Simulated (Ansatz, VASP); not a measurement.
## SiC in VASP and in Ansatz

```
Si C
1.0
     3.08000    0.00000    0.00000
    -1.54000    2.66736    0.00000
     0.00000    0.00000    5.04000
Si C
2 2
Direct
  0.00000 0.00000 0.00000
  0.33333 0.66667 0.50000
  0.00000 0.00000 0.37500
  0.33333 0.66667 0.87500
```

Alike in both runs: task relaxation of cell and atoms; functional LDA; k mesh 12 × 12 × 6; no spin polarisation.

|  | VASP | Ansatz |
| --- | --- | --- |
| version | VASP 6.6.1 | Ansatz 0.2.0 |
| potentials or method | VASP PAW LDA potentials, release 64 (Si, C), cutoff 600 eV | scalar-relativistic, plane waves, PAW |
| occupations | gaussian, width 0.01 eV | fixed |
| valence electrons in the cell | 16 | 16 |

Ansatz gave:

* gap on the k mesh at the Fermi level, each at its own relaxed structure (eV): 2.13
* relaxed volume (Å³/atom): 10.14
* relaxed cell length with the largest relative difference (Å): 5.016

What did VASP give for the same quantities?

gap on the k mesh at the Fermi level, each at its own relaxed structure (eV): 2.12; relaxed volume (Å³/atom): 10.16; relaxed cell length with the largest relative difference (Å): 5.018.

LDA's correlation is that of Perdew and Zunger in VASP and of Perdew and Wang (1992) in Ansatz.
